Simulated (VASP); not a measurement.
# Fe (P6/mmm) in VASP: further runs

The runs below take Fe through relaxation of cell and atoms, with LDA.

Everything below comes from runs of VASP 6.6.1. Logs are shortened: lines on timing, memory, paths and dates and some standing lists are left out, and cuts for length are marked.

### Step 1. The cell of the first run

The structure is hexagonal, space group P6/mmm (No. 191). Conventional cell: a = 3.532 Å, b = 3.532 Å, c = 2.195 Å, α = 90.00°, β = 90.00°, γ = 120.00°. Fe (site symmetry 6/mmm) has 14 Fe at 2.19 to 2.32 Å within 2.9 Å. Within 2.7 Å of Fe (site symmetry -6m2) lie 11 Fe at 2.04 to 2.32 Å.

### Step 2. Relaxation of cell and atoms, LDA, collinear spin, ferromagnetic start, target pressure 110 GPa, at which the enthalpy is minimised

Input file INCAR:

```
SYSTEM = Fe
ALGO = Normal
EDIFF = 1E-6
EDIFFG = -0.005
ENCUT = 600
IBRION = 2
ISIF = 3
ISMEAR = -1
ISPIN = 2
LASPH = .TRUE.
LCHARG = .FALSE.
LMAXMIX = 4
LORBIT = 11
LREAL = .FALSE.
LWAVE = .FALSE.
MAGMOM = 2.5 2.5 2.5
NELM = 150
NSW = 32
PREC = Accurate
PSTRESS = 1100.0
SIGMA = 0.05
```

Input file KPOINTS:

```
k-points
0
G
  10 10 14
  0 0 0
```

Input file POSCAR:

```
Fe
1.0
    3.5323772519      0.0000000000      0.0000000000
   -1.7661886260      3.0591284359      0.0000000000
    0.0000000000      0.0000000000      2.1949393977
Fe
3
Direct
    0.0000000000      0.0000000000      0.0000000000
    0.3333333333      0.6666666667      0.5000000000
    0.6666666667      0.3333333333      0.5000000000
```

Potentials or basis: VASP PAW LDA potentials, release 64 (Fe).

On the command line:

```
cat potpaw_LDA.64/Fe/POTCAR > POTCAR
mpirun -np 1 vasp_std > vasp.out
```

OUTCAR:

```text
SYSTEM = Fe
   EDIFF = 1E-6
   EDIFFG = -0.005
   ENCUT = 600
   IBRION = 2
   ISIF = 3
   ISMEAR = -1
   ISPIN = 2
   LASPH = .TRUE.
   LORBIT = 11
   LREAL = .FALSE.
   NELM = 150
   NSW = 32
   PREC = Accurate
   PSTRESS = 1100.0

 ion  position               nearest neighbor table
   1  0.000  0.000  0.000-   2 2.32   3 2.32   2 2.32   3 2.32   3 2.32   3 2.32   2 2.32   2 2.32
                             3 2.32   3 2.32   2 2.32   2 2.32
   2  0.333  0.667  0.500-   3 2.04   3 2.04   3 2.04   1 2.32   1 2.32   1 2.32   1 2.32   1 2.32
                             1 2.32   3 3.00   3 3.00   3 3.00   3 3.00   3 3.00   3 3.00
   3  0.667  0.333  0.500-   2 2.04   2 2.04   2 2.04   1 2.32   1 2.32   1 2.32   1 2.32   1 2.32
                             1 2.32   2 3.00   2 3.00   2 3.00   2 3.00   2 3.00   2 3.00

  LATTYP: Found a hexagonal cell.
 ALAT       =     3.5323772519
 C/A-ratio  =     0.6213774014

  Lattice vectors:

 A1 = (   3.5323772519,   0.0000000000,   0.0000000000)
 A2 = (  -1.7661886260,   3.0591284359,   0.0000000000)
 A3 = (   0.0000000000,   0.0000000000,   2.1949393977)

Analysis of symmetry for initial positions (statically):
=====================================================================
 Subroutine PRICEL returns:
 Original cell was already a primitive cell.

 Routine SETGRP: Setting up the symmetry group for a
 hexagonal supercell.

 Subroutine GETGRP returns: Found 24 space group operations
 (whereof 24 operations were pure point group operations)
 out of a pool of 24 trial point group operations.

The static configuration has the point symmetry D_6h.

Analysis of symmetry for dynamics (positions and initial velocities):
=====================================================================
 Subroutine PRICEL returns:
 Original cell was already a primitive cell.

 Routine SETGRP: Setting up the symmetry group for a
 hexagonal supercell.

 Subroutine GETGRP returns: Found 24 space group operations
 (whereof 24 operations were pure point group operations)
 out of a pool of 24 trial point group operations.

The dynamic configuration has the point symmetry D_6h.

Analysis of structural, dynamic, and magnetic symmetry:
=====================================================================
 Subroutine PRICEL returns:
 Original cell was already a primitive cell.

 Routine SETGRP: Setting up the symmetry group for a
 hexagonal supercell.

 Subroutine GETGRP returns: Found 24 space group operations
 (whereof 24 operations were pure point group operations)
 out of a pool of 24 trial point group operations.

The overall configuration has the point symmetry D_6h.

 Subroutine INISYM returns: Found 24 space group operations
 (whereof 24 operations are pure point group operations),
 and found     1 'primitive' translations

----------------------------------------------------------------------------------------

                                     Primitive cell

  volume of cell :      23.7185

  direct lattice vectors                    reciprocal lattice vectors
     3.532377252  0.000000000  0.000000000     0.283095470  0.163445246  0.000000000
    -1.766188626  3.059128436  0.000000000     0.000000000  0.326890492  0.000000000
     0.000000000  0.000000000  2.194939398     0.000000000  0.000000000  0.455593444

  length of vectors
     3.532377252  3.532377252  2.194939398     0.326890492  0.326890492  0.455593444

  position of ions in fractional coordinates (direct lattice)
     0.000000000  0.000000000  0.000000000
     0.333333333  0.666666667  0.500000000
     0.666666667  0.333333333  0.500000000

  ion indices of the primitive-cell ions
   primitive index   ion index
                 1           1
                 2           2
                 3           3

----------------------------------------------------------------------------------------

 KPOINTS: k-points

Automatic generation of k-mesh.
 Grid dimensions read from file:
 generate k-points for:   10   10   14

 Generating k-lattice:

  Cartesian coordinates                     Fractional coordinates (reciprocal lattice)
     0.028309547  0.016344525  0.000000000     0.100000000  0.000000000  0.000000000
     0.000000000  0.032689049  0.000000000     0.000000000  0.100000000  0.000000000
     0.000000000  0.000000000  0.032542389     0.000000000  0.000000000  0.071428571

  Length of vectors
     0.032689049  0.032689049  0.032542389

  Shift w.r.t. Gamma in fractional coordinates (k-lattice)
     0.000000000  0.000000000  0.000000000

 Subroutine IBZKPT returns following result:
 ===========================================

 Found    112 irreducible k-points:

 Following reciprocal coordinates:
            Coordinates               Weight
  0.000000  0.000000  0.000000      1.000000
  0.100000  0.000000  0.000000      6.000000
  0.200000  0.000000  0.000000      6.000000
  0.300000  0.000000  0.000000      6.000000
  0.400000  0.000000  0.000000      6.000000
  0.500000  0.000000  0.000000      3.000000
[... 16 lines left out ...]
  0.300000  0.100000  0.071429     24.000000
  0.400000  0.100000  0.071429     24.000000
 [... further k-points ...]
   k-points           NKPTS =    112   k-points in BZ     NKDIM =    112   number of bands    NBANDS=     20
   number of dos      NEDOS =    301   number of ions     NIONS =      3
   total plane-waves  NPLWV =  14112
   dimension x,y,z NGX =    28 NGY =   28 NGZ =   18
   dimension x,y,z NGXF=    56 NGYF=   56 NGZF=   36
   ions per type =               3
   NGX,Y,Z   is equivalent  to a cutoff of  13.18, 13.18, 13.63 a.u.
   NGXF,Y,Z  is equivalent  to a cutoff of  26.36, 26.36, 27.27 a.u.
 SYSTEM =  Fe
   PREC   = accura    normal or accurate (medium, high low for compatibility)
   ISTART =      0    job   : 0-new  1-cont  2-samecut
   ICHARG =      2    charge: 1-file 2-atom 10-const
   ISPIN  =      2    spin polarized calculation?
   LNONCOLLINEAR =      F non collinear calculations
   LSORBIT =      F    spin-orbit coupling
   LASPH  =      T    aspherical Exc in radial PAW
   ENCUT  =  600.0 eV  44.10 Ry    6.64 a.u.   7.06  7.06  4.38*2*pi/ulx,y,z
   NELM   =    150;   NELMIN=  2; NELMDL= -5     # of ELM steps
   EDIFF  = 0.1E-05   stopping-criterion for ELM
   LREAL  =      F    real-space projection
   EDIFFG = -.5E-02   stopping-criterion for IOM
   NSW    =     32    number of steps for IOM
   IBRION =      2    ionic relax: 0-MD 1-quasi-New 2-CG
   NFREE  =      1    steps in history (QN), initial steepest desc. (CG)
   ISIF   =      3    stress and relaxation
   ISYM   =      2    0-nonsym 1-usesym 2-fastsym
   POTIM  = 0.5000    time-step for ionic-motion
   TEBEG  =    0.0;   TEEND  =   0.0 temperature during run
   PSTRESS= 1100.0 pullay stress
   NELECT =      24.0000    total number of electrons
   NUPDOWN=      -1.0000    fix difference up-down
   EMIN   =  10.00;   EMAX   =-10.00  energy-range for DOS
   EFERMI =   0.00;   METHOD = LEGACY
   ISMEAR =    -1;   SIGMA  =   0.05  broadening in eV -4-tet -1-fermi 0-gaus
   EFERMI_NEDOS =   21; number of points for ismear=-14 and -15
   IALGO  =     38    algorithm
   IMIX   =      4    mixing-type and parameters
     AMIX     =   0.40;   BMIX     =  1.00
     AMIX_MAG =   1.60;   BMIX_MAG =  1.00
  volume/ion in A,a.u.               =       7.91        53.35
  Fermi-wavevector in a.u.,A,eV,Ry     =   1.643550  3.105858 36.752807  2.701255
  Thomas-Fermi vector in A             =   2.733665
   LORBIT       =     11    0 simple, 1 ext, 2 COOP (PROOUT), +10 PAW based schemes
   GGA     = CA    functional components
   LHFCALC =     F    Hartree Fock is set to
   AEXX    =    0.0000 exact exchange contribution
   IVDW    =     0    specifies the selected vdW correction
   LEPSILON=     F    determine dielectric tensor
   LRPA    =     F    only Hartree local field effects (RPA)
 conjugate gradient relaxation of ions
 spin polarized calculation
  energy-cutoff  :      600.00
  volume of cell :       23.72
 maximum number of plane-waves:       808
   NGX = 15   NGY = 15   NGZ =  9

--------------------------------------- Ionic step        1  -------------------------------------------

 number of electron      23.9999998 magnetization      -0.0080178

 number of electron      23.9999998 magnetization       0.0007752

 Free energy of the ion-electron system (eV)
  ---------------------------------------------------
  ext. energy  EPLUGINS =         0.00000000
  ---------------------------------------------------
  free energy    TOTEN  =       -26.16374365 eV

  energy without entropy =      -26.13562748  energy(sigma->0) =      -26.14968556

------------------------ aborting loop because EDIFF is reached ----------------------------------------

  FORCE on cell =-STRESS in cart. coord.  units (eV):
  Direction    XX          YY          ZZ          XY          YZ          ZX
  --------------------------------------------------------------------------------------
  -------------------------------------------------------------------------------------
  Total       16.1198520     16.1198520     16.2774334     -0.0000000     -0.0000000      0.0000000
  in kB     1088.8907486   1088.8907486   1099.5353186     -0.0000000     -0.0000000      0.0000000
  external PRESSURE =      -7.5610614 kB  Pullay stress =    1100.0000000 kB
[... 149 lines left out ...]
--------------------------------------- Ionic step        5  -------------------------------------------

 number of electron      23.9999998 magnetization      -0.0000101

 number of electron      23.9999998 magnetization       0.0000149

 Free energy of the ion-electron system (eV)
  ---------------------------------------------------
  ext. energy  EPLUGINS =         0.00000000
  ---------------------------------------------------
  free energy    TOTEN  =       -26.14981586 eV

  energy without entropy =      -26.12178618  energy(sigma->0) =      -26.13580102

 E-fermi :  10.3505     XC(G=0): -15.5931

 val. band max:       10.3420728801   @ k =   0.4000   0.1000   0.3571
 cond. band min:      10.3675659231   @ k =   0.4000   0.1000   0.1429
 fundamental gap:      0.0254930431
 Fermi energy:        10.3504613382

 spin component 1

 k-point     1 :       0.0000    0.0000    0.0000
  band No.  band energies     occupation
      1      -0.1605      1.00000
      2       3.8796      1.00000
      3       6.3595      1.00000
      4       6.3595      1.00000
      5       6.3617      1.00000
      6       6.3617      1.00000
[... 12 lines left out ...]
     19      20.4782      0.00000
[... 515 lines left out ...]
      6       6.4631      1.00000
[... 12 lines left out ...]
     19      22.9031      0.00000
     20      28.9416      0.00000

 [... further k-points ...]

 spin component 2

 k-point     1 :       0.0000    0.0000    0.0000
  band No.  band energies     occupation
      1      -0.1605      1.00000
      2       3.8796      1.00000
      3       6.3595      1.00000
      4       6.3595      1.00000
      5       6.3617      1.00000
      6       6.3617      1.00000
[... 12 lines left out ...]
     19      20.4782      0.00000
[... 560 lines left out ...]
  FREE ENERGIE OF THE ION-ELECTRON SYSTEM (eV)
  ---------------------------------------------------
  free  energy   TOTEN  =       -26.1498158594 eV

  energy  without entropy=      -26.1217861799  energy(sigma->0) =      -26.13580102

  enthalpy is  TOTEN    =        -9.8795291870 eV   P V=       16.2702866724

 reached required accuracy - stopping structural energy minimisation

 total charge

# of ion       s       p       d       tot
------------------------------------------
    1        0.660   0.917   6.683   8.259
    2        0.694   0.931   6.776   8.401
    3        0.694   0.931   6.776   8.401
--------------------------------------------------
tot          2.049   2.778  20.234  25.061

 magnetization (x)

# of ion       s       p       d       tot
------------------------------------------
    1       -0.000  -0.000  -0.000  -0.000
    2       -0.000  -0.000  -0.000  -0.000
    3       -0.000  -0.000  -0.000  -0.000
--------------------------------------------------
tot         -0.000  -0.000  -0.000  -0.000
```

Wall time 10 min (1 thread of Oxide Virtual Turin-like, shared host); peak memory 0.17 GiB.

What came out:

```yaml
Free_energy: -26.1498 eV
Relaxed_volume: 7.90 Å³/atom
Relaxed_cell: a = 3.530 Å, b = 3.530 Å, c = 2.196 Å, α = 90.00°, β = 90.00°, γ = 120.00°
Space_group_after_relaxing_to_0.05_Å: P6/mmm (No. 191)
Energy_change_on_relaxing_the_enthalpy_is_what_falls: +4.6 meV/atom
Ionic_steps: 5
Pressure_after_relaxing: 110.1 GPa
Band_gap_on_the_k_mesh: zero (filled and empty bands overlap)
Net_moment: 0.00 μB per cell
```

The path:
```csv
step,energy change (eV),largest force (eV/Å),pressure (GPa),volume (Å³)
1,0.0000,0.0000,109.24,23.72
2,0.0890,0.0000,113.67,23.59
3,0.0177,0.0000,110.19,23.69
4,0.0097,0.0000,109.85,23.70
5,0.0139,0.0000,110.06,23.70
```

Final structure:
```
Fe
1.0
     3.52997    0.00000    0.00000
    -1.76499    3.05705    0.00000
     0.00000    0.00000    2.19604
Fe
3
Cartesian
  0.0000 0.0000 0.0000
  0.0000 2.0380 1.0980
  1.7650 1.0190 1.0980
```

Levels at points of the mesh, in eV from the Fermi level:
Spin up:
```csv
k point,band 9,band 10,band 11,band 12,band 13,band 14,band 15,band 16
"(0.00, 0.00, 0.00)",-2.04,-2.04,-1.27,-1.27,-1.17,-1.17,1.43,1.43
"(0.50, 0.00, 0.00)",-2.42,-1.04,-0.97,0.40,0.70,0.75,0.76,0.95
"(0.00, 0.00, 0.50)",-2.07,-2.07,0.57,0.57,1.12,1.12,2.17,3.30
"(0.50, 0.00, 0.50)",-2.07,-0.68,-0.63,0.26,0.80,1.17,1.84,3.29
```
Spin down:
```
           k point  band 9  band 10  band 11  band 12  band 13  band 14  band 15  band 16
(0.00, 0.00, 0.00)   -2.04    -2.04    -1.27    -1.27    -1.17    -1.17     1.43     1.43
(0.50, 0.00, 0.00)   -2.42    -1.04    -0.97     0.40     0.70     0.75     0.76     0.95
(0.00, 0.00, 0.50)   -2.07    -2.07     0.57     0.57     1.12     1.12     2.17     3.30
(0.50, 0.00, 0.50)   -2.07    -0.68    -0.63     0.26     0.80     1.17     1.84     3.29
```

Caveat: the starting moments collapsed, and a magnetic state may lie lower; the cell is relaxed towards a set pressure, so the enthalpy falls and the energy may rise.

### Step 3. Relaxation of cell and atoms, LDA, collinear spin, ferromagnetic start, target pressure 110 GPa, at which the enthalpy is minimised

This run uses another cell than the first one, of 8.11 Å³/atom, 1.026 times its volume.

Input file INCAR:

```
SYSTEM = Fe
ALGO = Normal ; EDIFF = 1E-6
EDIFFG = -0.005 ; ENCUT = 600
GGA = CA ; IBRION = 2
ISIF = 3 ; ISMEAR = -1
ISPIN = 2 ; LASPH = .TRUE.
LCHARG = .FALSE. ; LMAXMIX = 4
LORBIT = 11 ; LREAL = .FALSE.
LWAVE = .FALSE. ; MAGMOM = 2.5 2.5 2.5
NELM = 150 ; NSW = 60
PREC = Accurate ; PSTRESS = 1100.0
SIGMA = 0.05
```

KPOINTS is that of step 2.

Input file POSCAR:

```
Fe
1.0
    3.5655424256      0.0000000000      0.0000000000
   -1.7827712128      3.0878503188      0.0000000000
    0.0000000000      0.0000000000      2.2106363039
Fe
3
Direct
    0.0000000000      0.0000000000      0.0000000000
    0.3333333333      0.6666666667      0.5000000000
    0.6666666667      0.3333333333      0.5000000000
```

Potentials or basis: VASP PAW LDA potentials, release 64 (Fe).

On the command line:

```
cat potpaw_LDA.64/Fe/POTCAR > POTCAR
mpirun -np 1 vasp_std > vasp.out
```

It took 16 min on 1 thread of Oxide Virtual Turin-like, shared host; peak memory 0.18 GiB.

The run converged. Its results:

| Item | Value |
| --- | --- |
| Free energy | -26.1513 eV |
| Relaxed volume | 7.90 Å³/atom |
| Relaxed cell | a = 3.530 Å, b = 3.530 Å, c = 2.196 Å, α = 90.00°, β = 90.00°, γ = 120.00° |
| Space group after relaxing (to 0.05 Å) | P6/mmm (No. 191) |
| Energy change on relaxing (the enthalpy is what falls) | +132.6 meV/atom |
| Ionic steps | 10 |
| Pressure after relaxing | 110.0 GPa |
| Band gap on the k mesh | zero (filled and empty bands overlap) |
| Net moment | 0.00 μB per cell |

The path:
```csv
step,energy change (eV),largest force (eV/Å),pressure (GPa),volume (Å³)
1,0.0000,0.0000,90.09,24.34
2,3.2229,0.0000,230.86,20.96
3,0.3751,0.0000,108.91,23.73
4,0.3961,0.0000,109.85,23.70
5,0.4048,0.0000,110.28,23.69
6,0.4014,0.0000,110.22,23.69
7,0.4028,0.0000,110.24,23.69
8,0.4028,0.0000,110.23,23.69
9,0.3825,0.0000,109.28,23.72
10,0.3979,0.0000,109.98,23.70
```

Final structure:
```yaml
crystal:
  lattice:
    - [3.53015, 0.00000, 0.00000]
    - [-1.76508, 3.05720, 0.00000]
    - [0.00000, 0.00000, 2.19594]
  atoms:
    - { symbol: Fe, position: [0.00000, 0.00000, 0.00000] }
    - { symbol: Fe, position: [0.33333, 0.66667, 0.50000] }
    - { symbol: Fe, position: [0.66667, 0.33333, 0.50000] }
```

Levels at points of the mesh, in eV from the Fermi level:
Spin up:
| k point | band 8 | band 9 | band 10 | band 11 | band 12 | band 13 | band 14 | band 15 | band 16 | band 17 |
| --- | --- | --- | --- | --- | --- | --- | --- | --- | --- | --- |
| (0.00, 0.00, 0.00) | -2.74 | -2.04 | -2.04 | -1.27 | -1.27 | -1.17 | -1.17 | 1.43 | 1.43 | 10.05 |
| (0.50, 0.00, 0.00) | -2.68 | -2.42 | -1.04 | -0.97 | 0.40 | 0.70 | 0.75 | 0.76 | 0.95 | 1.13 |
| (0.00, 0.00, 0.50) | -2.10 | -2.07 | -2.07 | 0.57 | 0.57 | 1.12 | 1.12 | 2.17 | 3.30 | 4.52 |
| (0.50, 0.00, 0.50) | -2.11 | -2.07 | -0.67 | -0.63 | 0.26 | 0.80 | 1.17 | 1.84 | 3.29 | 4.45 |
Spin down:
| k point | band 8 | band 9 | band 10 | band 11 | band 12 | band 13 | band 14 | band 15 | band 16 | band 17 |
| --- | --- | --- | --- | --- | --- | --- | --- | --- | --- | --- |
| (0.00, 0.00, 0.00) | -2.74 | -2.04 | -2.04 | -1.27 | -1.27 | -1.17 | -1.17 | 1.43 | 1.43 | 10.05 |
| (0.50, 0.00, 0.00) | -2.68 | -2.42 | -1.04 | -0.97 | 0.40 | 0.70 | 0.75 | 0.76 | 0.95 | 1.13 |
| (0.00, 0.00, 0.50) | -2.10 | -2.07 | -2.07 | 0.57 | 0.57 | 1.12 | 1.12 | 2.17 | 3.30 | 4.52 |
| (0.50, 0.00, 0.50) | -2.11 | -2.07 | -0.67 | -0.63 | 0.26 | 0.80 | 1.17 | 1.84 | 3.29 | 4.45 |

Caveat: the starting moments collapsed, and a magnetic state may lie lower; the cell is relaxed towards a set pressure, so the enthalpy falls and the energy may rise.
